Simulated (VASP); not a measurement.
Input of a VASP 6.6.1 run:

INCAR

```
ALGO = Fast
EDIFF = 1E-6
EDIFFG = -0.01
ENCUT = 600
GGA = PE
IBRION = 2
ISIF = 3
ISMEAR = 0
LASPH = True
LCHARG = False
LREAL = False
LWAVE = False
NELM = 80
NSW = 100
PREC = Accurate
SIGMA = 0.1
```

The input KPOINTS:

```
k-points
0
Gamma
  8 8 8
```

File POSCAR:

```
Ca4BeBi
1.0
    0.0000000000      4.6833681978      4.6833681978
    4.6833681978      0.0000000000      4.6833681978
    4.6833681978      4.6833681978      0.0000000000
Ca Be Bi
4 1 1
Direct
    0.8767522735      0.3744159088      0.3744159088
    0.3744159088      0.3744159088      0.3744159088
    0.3744159088      0.8767522735      0.3744159088
    0.3744159088      0.3744159088      0.8767522735
    0.7500000000      0.7500000000      0.7500000000
    0.0000000000      0.0000000000      0.0000000000
```

Potentials or basis: VASP PAW PBE potentials, release 64 (Ca_sv, Be, Bi_d).

The run is started by

```console
$ cat potpaw_PBE.64/Ca_sv/POTCAR potpaw_PBE.64/Be/POTCAR potpaw_PBE.64/Bi_d/POTCAR > POTCAR
$ mpirun -np 1 vasp_std > vasp.out
```

Task: What does it give for the band gap on the k mesh?

Result: Zero (an odd number of electrons rules out a gap without spin polarisation).

Task: Estimate the relaxed volume.

Result: 34.20 Å³/atom.

Forces on the atoms (eV/Å):
```
Ca   0.003 -0.003 -0.003
Ca   0.003  0.003  0.003
Ca  -0.003  0.003 -0.003
Ca  -0.003 -0.003  0.003
Be   0.000  0.000  0.000
Bi   0.000  0.000  0.000
```

Caveat: spin-orbit coupling is left out, which moves the levels of the heavy elements.
